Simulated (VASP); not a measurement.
# P: single point with r2SCAN

P:

```xyz
1
Lattice="4.3370 0.0000 0.0000 0.0000 4.3370 0.0000 0.0000 0.0000 4.2467" Properties=species:S:1:pos:R:3 pbc="T T T"
P     0.0000    0.0000    0.0000
```

This cell differs from its parent crystal: strain +0.015 along x and y, -0.030 along z.

```yaml
Program: VASP 6.6.1
Task: single point
Functional: r2SCAN
Potentials_or_basis: VASP PAW PBE potentials, release 64 (P)
Cutoff: 520 eV
k_mesh: 12 × 12 × 12
Occupations: gaussian, width 0.15 eV
Spin: no spin polarisation
```

| Quantity | Value |
| --- | --- |
| Pressure | -4.0 GPa |
| Band gap on the k mesh | zero (an odd number of electrons rules out a gap without spin polarisation) |

Stress tensor (GPa, compression positive):
```
-3.87  0.00  0.00
 0.00 -3.87  0.00
 0.00  0.00 -4.22
```

Levels at points of the mesh, in eV from the Fermi level:
```
           k point  band 1  band 2  band 3  band 4  band 5  band 6
(0.00, 0.00, 0.00)   -9.19    0.51    0.51    0.61    5.04    8.05
(0.50, 0.00, 0.00)   -9.03   -0.83    0.65    0.74    7.10    7.81
(0.50, 0.50, 0.00)   -8.87   -0.55   -0.55    0.87    6.14    8.85
(0.00, 0.00, 0.50)   -9.00   -0.88    0.67    0.67    7.13    7.87
(0.50, 0.00, 0.50)   -8.84   -0.60   -0.51    0.79    6.17    8.85
(0.50, 0.50, 0.50)   -8.70   -0.37   -0.29   -0.29    7.39    7.39
```

Run time: 4.9 min on 1 thread of Oxide Virtual Turin-like Processor (shared host), peak memory 0.22 GiB.

Caveat: the cell differs from its parent crystal (strain +0.015 along x and y, -0.030 along z); the cell stands under tension; the nearest neighbours stand farther apart than a usual bond; the PAW data sets were made with another functional, which shifts forces and pressure a little; an odd number of electrons without spin polarisation forces a metal; a magnetic or distorted state may lie lower.
